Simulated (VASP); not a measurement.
# LiH (I4/mmm) in VASP: further runs

The runs below take LiH through single point, with PBE, r2SCAN, HSE06.

Program: VASP 6.6.1. These are calculated values, not measurements. Logs are shortened: lines on timing, memory, paths and dates and some standing lists are left out, and cuts for length are marked.

## Step 1: The cell of the first run

It takes space group I4/mmm (No. 139, tetragonal). The conventional cell has a = 2.960 Å, b = 2.960 Å, c = 4.006 Å, α = 90.00°, β = 90.00°, γ = 90.00°. Li (site symmetry 4/mmm) has 6 H at 2.00 to 2.09 Å within 2.7 Å. H (site symmetry 4/mmm) has 6 Li at 2.00 to 2.09 Å within 2.7 Å.

## Step 2: Single point, PBE (biaxial xy strain +4.5%)

File INCAR:

```
SYSTEM = LiH
ALGO = Normal
EDIFF = 1E-7
ENCUT = 520
GGA = PE
ISIF = 2
ISMEAR = -1
LASPH = .True.
LCHARG = .True.
LELF = .True.
LREAL = .False.
LVHAR = .True.
LWAVE = .False.
NBANDS = 9
NELM = 100
PREC = Accurate
SIGMA = 0.02
```

File KPOINTS:

```
k-points
0
Gamma
  10 10 10
  0 0 0
```

File POSCAR:

```
LiH
1.0
    0.0000000000      2.0933299084      2.0029948411
    2.0933299084      0.0000000000      2.0029948411
    2.0933299084      2.0933299084      0.0000000000
Li H
1 1
Direct
    0.0000000000      0.0000000000      0.0000000000
    0.5000000000      0.5000000000      0.5000000000
```

Potentials or basis: VASP PAW PBE potentials, release 64 (Li_sv, H).

Command:

```sh
$ cat potpaw_PBE.64/Li_sv/POTCAR potpaw_PBE.64/H/POTCAR > POTCAR
$ mpirun -np 1 vasp_std > vasp.out
```

OUTCAR:

```text
SYSTEM = LiH
   EDIFF = 1E-7
   ENCUT = 520
   GGA = PE
   ISIF = 2
   ISMEAR = -1
   LASPH = .True.
   LREAL = .False.
   NELM = 100
   PREC = Accurate

 ion  position               nearest neighbor table
   1  0.000  0.000  0.000-
   2  0.500  0.500  0.500-

  LATTYP: Found a body centered tetragonal cell.
 ALAT       =     2.9604155470
 C/A-ratio  =     1.3531849224

  Lattice vectors:

 A1 = (   0.0000000000,  -2.0933299084,  -2.0029948411)
 A2 = (   0.0000000000,   2.0933299084,  -2.0029948411)
 A3 = (   2.0933299084,   0.0000000000,   2.0029948411)

Analysis of symmetry for initial positions (statically):
=====================================================================
 Subroutine PRICEL returns:
 Original cell was already a primitive cell.

 Routine SETGRP: Setting up the symmetry group for a
 body centered tetragonal supercell.

 Subroutine GETGRP returns: Found 16 space group operations
 (whereof 16 operations were pure point group operations)
 out of a pool of 16 trial point group operations.

The static configuration has the point symmetry D_4h.

Analysis of symmetry for dynamics (positions and initial velocities):
=====================================================================
 Subroutine PRICEL returns:
 Original cell was already a primitive cell.

 Routine SETGRP: Setting up the symmetry group for a
 body centered tetragonal supercell.

 Subroutine GETGRP returns: Found 16 space group operations
 (whereof 16 operations were pure point group operations)
 out of a pool of 16 trial point group operations.

The dynamic configuration has the point symmetry D_4h.

 Subroutine INISYM returns: Found 16 space group operations
 (whereof 16 operations are pure point group operations),
 and found     1 'primitive' translations

----------------------------------------------------------------------------------------

                                     Primitive cell

  volume of cell :      17.5544

  direct lattice vectors                    reciprocal lattice vectors
     0.000000000  2.093329908  2.002994841    -0.238853894  0.238853894  0.249626205
     2.093329908  0.000000000  2.002994841     0.238853894 -0.238853894  0.249626205
     2.093329908  2.093329908  0.000000000     0.238853894  0.238853894 -0.249626205

  length of vectors
     2.897243248  2.897243248  2.960415547     0.420018580  0.420018580  0.420018580

  position of ions in fractional coordinates (direct lattice)
     0.000000000  0.000000000  0.000000000
     0.500000000  0.500000000  0.500000000

  ion indices of the primitive-cell ions
   primitive index   ion index
                 1           1
                 2           2

----------------------------------------------------------------------------------------

 KPOINTS: k-points

Automatic generation of k-mesh.
 Grid dimensions read from file:
 generate k-points for:   10   10   10

 Generating k-lattice:

  Cartesian coordinates                     Fractional coordinates (reciprocal lattice)
    -0.023885389  0.023885389  0.024962620     0.100000000  0.000000000  0.000000000
     0.023885389 -0.023885389  0.024962620     0.000000000  0.100000000  0.000000000
     0.023885389  0.023885389 -0.024962620     0.000000000  0.000000000  0.100000000

  Length of vectors
     0.042001858  0.042001858  0.042001858

  Shift w.r.t. Gamma in fractional coordinates (k-lattice)
     0.000000000  0.000000000  0.000000000

 Subroutine IBZKPT returns following result:
 ===========================================

 Found    102 irreducible k-points:

 Following reciprocal coordinates:
            Coordinates               Weight
  0.000000  0.000000  0.000000      1.000000
  0.100000 -0.000000  0.000000      8.000000
  0.200000 -0.000000  0.000000      8.000000
  0.300000 -0.000000  0.000000      8.000000
  0.400000 -0.000000  0.000000      8.000000
  0.500000 -0.000000  0.000000      4.000000
[... 16 lines left out ...]
  0.300000  0.300000  0.000000      2.000000
  0.400000  0.300000  0.000000      8.000000
 [... further k-points ...]
   k-points           NKPTS =    102   k-points in BZ     NKDIM =    102   number of bands    NBANDS=      9
   number of dos      NEDOS =    301   number of ions     NIONS =      2
   total plane-waves  NPLWV =  13824
   dimension x,y,z NGX =    24 NGY =   24 NGZ =   24
   dimension x,y,z NGXF=    48 NGYF=   48 NGZF=   48
   ions per type =               1   1
   NGX,Y,Z   is equivalent  to a cutoff of  13.77, 13.77, 13.48 a.u.
   NGXF,Y,Z  is equivalent  to a cutoff of  27.54, 27.54, 26.96 a.u.
 SYSTEM =  LiH
   PREC   = accura    normal or accurate (medium, high low for compatibility)
   ISTART =      0    job   : 0-new  1-cont  2-samecut
   ICHARG =      2    charge: 1-file 2-atom 10-const
   ISPIN  =      1    spin polarized calculation?
   LNONCOLLINEAR =      F non collinear calculations
   LSORBIT =      F    spin-orbit coupling
   LASPH  =      T    aspherical Exc in radial PAW
   ENCUT  =  520.0 eV  38.22 Ry    6.18 a.u.   5.39  5.39  5.50*2*pi/ulx,y,z
   NELM   =    100;   NELMIN=  2; NELMDL= -5     # of ELM steps
   EDIFF  = 0.1E-06   stopping-criterion for ELM
   LREAL  =      F    real-space projection
   EDIFFG = 0.1E-05   stopping-criterion for IOM
   NSW    =      0    number of steps for IOM
   IBRION =     -1    ionic relax: 0-MD 1-quasi-New 2-CG
   NFREE  =      0    steps in history (QN), initial steepest desc. (CG)
   ISIF   =      2    stress and relaxation
   ISYM   =      2    0-nonsym 1-usesym 2-fastsym
   POTIM  = 0.5000    time-step for ionic-motion
   TEBEG  =    0.0;   TEEND  =   0.0 temperature during run
   PSTRESS=    0.0 pullay stress
   NELECT =       4.0000    total number of electrons
   NUPDOWN=      -1.0000    fix difference up-down
   EMIN   =  10.00;   EMAX   =-10.00  energy-range for DOS
   EFERMI =   0.00;   METHOD = LEGACY
   ISMEAR =    -1;   SIGMA  =   0.02  broadening in eV -4-tet -1-fermi 0-gaus
   EFERMI_NEDOS =   21; number of points for ismear=-14 and -15
   IALGO  =     38    algorithm
   IMIX   =      4    mixing-type and parameters
     AMIX     =   0.40;   BMIX     =  1.00
     AMIX_MAG =   1.60;   BMIX_MAG =  1.00
  volume/ion in A,a.u.               =       8.78        59.23
  Fermi-wavevector in a.u.,A,eV,Ry     =   0.999923  1.889580 13.603723  0.999845
  Thomas-Fermi vector in A             =   2.132245
   LORBIT       =      0    0 simple, 1 ext, 2 COOP (PROOUT), +10 PAW based schemes
   GGA     = PE    functional components
   LHFCALC =     F    Hartree Fock is set to
   AEXX    =    0.0000 exact exchange contribution
   IVDW    =     0    specifies the selected vdW correction
   LEPSILON=     F    determine dielectric tensor
   LRPA    =     F    only Hartree local field effects (RPA)
 non-spin polarized calculation
  energy-cutoff  :      520.00
  volume of cell :       17.55
 maximum number of plane-waves:       499
 NGX is ok and might be reduce to    24
   NGX = 11   NGY = 11   NGZ = 11

 number of electron       4.0000006 magnetization

 Free energy of the ion-electron system (eV)
  ---------------------------------------------------
  ext. energy  EPLUGINS =         0.00000000
  ---------------------------------------------------
  free energy    TOTEN  =        -6.11008480 eV

  energy without entropy =       -6.11008480  energy(sigma->0) =       -6.11008480

 E-fermi :   0.4231     XC(G=0):  -8.2354

 val. band max:       -0.0843013730   @ k =   0.5000   0.5000   0.0000
 cond. band min:       2.5603196907   @ k =   0.5000   0.0000   0.5000
 fundamental gap:      2.6446210637
 Fermi energy:         0.4231316537

 k-point     1 :       0.0000    0.0000    0.0000
  band No.  band energies     occupation
      1     -44.6770      2.00000
      2      -5.4024      2.00000
      3      14.6739      0.00000
      4      16.5051      0.00000
      5      16.8717      0.00000
      6      16.8718      0.00000
      7      21.2424      0.00000
      8      21.2424      0.00000
      9      21.4791      0.00000

 k-point     2 :       0.1000   -0.0000    0.0000
  band No.  band energies     occupation
      1     -44.6738      2.00000
      2      -5.2310      2.00000
      3      13.4336      0.00000
      4      15.7059      0.00000
      5      16.3657      0.00000
      6      16.4280      0.00000
      7      20.7493      0.00000
      8      22.0409      0.00000
      9      22.1278      0.00000

 k-point     3 :       0.2000   -0.0000    0.0000
  band No.  band energies     occupation
      1     -44.6654      2.00000
      2      -4.7307      2.00000
      3      10.4982      0.00000
      4      14.4126      0.00000
      5      15.7088      0.00000
      6      15.9447      0.00000
      7      21.1710      0.00000
      8      21.3922      0.00000
      9      22.6568      0.00000

 k-point     4 :       0.3000   -0.0000    0.0000
  band No.  band energies     occupation
      1     -44.6551      2.00000
      2      -3.9599      2.00000
      3       7.5562      0.00000
      4      13.4119      0.00000
      5      15.2240      0.00000
      6      15.7461      0.00000
      7      19.2917      0.00000
      8      20.4909      0.00000
      9      23.0160      0.00000
[... 205 lines left out ...]
 k-point    22 :      -0.2000    0.2000    0.0000
  band No.  band energies     occupation
      1     -44.6521      2.00000
      2      -3.6587      2.00000
      3       8.9660      0.00000
      4       9.0963      0.00000
      5      14.7511      0.00000
      6      15.4107      0.00000
      7      20.4780      0.00000
      8      22.3596      0.00000
      9      23.9837      0.00000

 k-point    23 :       0.3000    0.3000    0.0000
  band No.  band energies     occupation
      1     -44.6459      2.00000
      2      -3.1840      2.00000
      3       8.3708      0.00000
      4      11.1033      0.00000
      5      11.1033      0.00000
      6      14.2352      0.00000
      7      16.0933      0.00000
      8      26.8829      0.00000
      9      28.5286      0.00000

 k-point    24 :       0.4000    0.3000    0.0000
  band No.  band energies     occupation
      1     -44.6392      2.00000
      2      -2.3108      2.00000
      3       6.5520      0.00000
      4       9.5487      0.00000
      5      10.6433      0.00000
      6      14.8690      0.00000
      7      16.0144      0.00000
      8      27.6957      0.00000
      9      27.8239      0.00000

 [... further k-points ...]
[... 5 lines left out ...]
  --------------------------------------------------------------------------------------
  -------------------------------------------------------------------------------------
  Total       -0.3943978     -0.3943978     -0.1441152      0.0000000     -0.0000000      0.0000000
  in kB      -35.9964633    -35.9964633    -13.1533162      0.0000000     -0.0000000      0.0000000
  external PRESSURE =     -28.3820809 kB  Pullay stress =       0.0000000 kB

 VOLUME and BASIS-vectors are now :
 -----------------------------------------------------------------------------
  energy-cutoff  :      520.00
  volume of cell :       17.55
      direct lattice vectors                 reciprocal lattice vectors
     0.000000000  2.093329908  2.002994841    -0.238853894  0.238853894  0.249626205
     2.093329908  0.000000000  2.002994841     0.238853894 -0.238853894  0.249626205
     2.093329908  2.093329908  0.000000000     0.238853894  0.238853894 -0.249626205

 POSITION                                       TOTAL-FORCE (eV/Angst)
 -----------------------------------------------------------------------------------
      0.00000      0.00000      0.00000        -0.000000     -0.000000      0.000000
      2.09333      2.09333      2.00299         0.000000      0.000000      0.000000
 -----------------------------------------------------------------------------------
    total drift:                                0.000000     -0.000000     -0.000000

  FREE ENERGIE OF THE ION-ELECTRON SYSTEM (eV)
  ---------------------------------------------------
  free  energy   TOTEN  =        -6.1100847999 eV

  energy  without entropy=       -6.1100847999  energy(sigma->0) =       -6.11008480
```

Run time: 23 s. Hardware: 1 thread of Intel Xeon 8259CL, shared host; peak memory 0.14 GiB.

Results:

```yaml
Free_energy: -6.1101 eV
Band_gap_on_the_k_mesh: 2.64 eV (least direct gap 2.96 eV)
```

Caveat: the cell differs from its parent crystal (biaxial xy strain +4.5%); the cutoff is under 1.25 times the usual one of these potentials, so pressure, stress and relaxed cells hold a basis-set (Pulay) error. A k mesh can miss the band edges.

[end of part 1 of 2]
